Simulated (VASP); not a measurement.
Here is a VASP 6.6.1 calculation.

The input INCAR:

```
  PREC = Accurate
  ENCUT = 520
  EDIFF = 1E-6
  ISMEAR = -1
  SIGMA = 0.05
  LREAL = False
  LASPH = True
  NELM = 80
  ALGO = Normal
  ISIF = 2
  LWAVE = False
  LCHARG = True
  GGA = RP
  LELF = True
  LVHAR = True
  NBANDS = 18
```

KPOINTS

```
regular mesh
0
Gamma
  5 5 5
```

POSCAR

```
ZnAu
1.0
    3.1470000000      0.0000000000      0.0000000000
    0.0000000000      3.1470000000      0.0000000000
    0.0000000000      0.0000000000      3.1470000000
Au Zn
1 1
Direct
    0.0000000000      0.0000000000      0.0000000000
    0.5000000000      0.5000000000      0.5000000000
```

Potentials or basis: VASP PAW PBE potentials, release 64 (Au, Zn).

Command:

```sh
$ cat potpaw_PBE.64/Au/POTCAR potpaw_PBE.64/Zn/POTCAR > POTCAR
$ mpirun -np 1 vasp_std > vasp.out
```

(1) Estimate the pressure.

Results:

(1) 9.5 GPa.

Caveat: the k points lie up to 0.40 Å⁻¹ apart; the PAW data sets were made with another functional, which shifts forces and pressure a little.
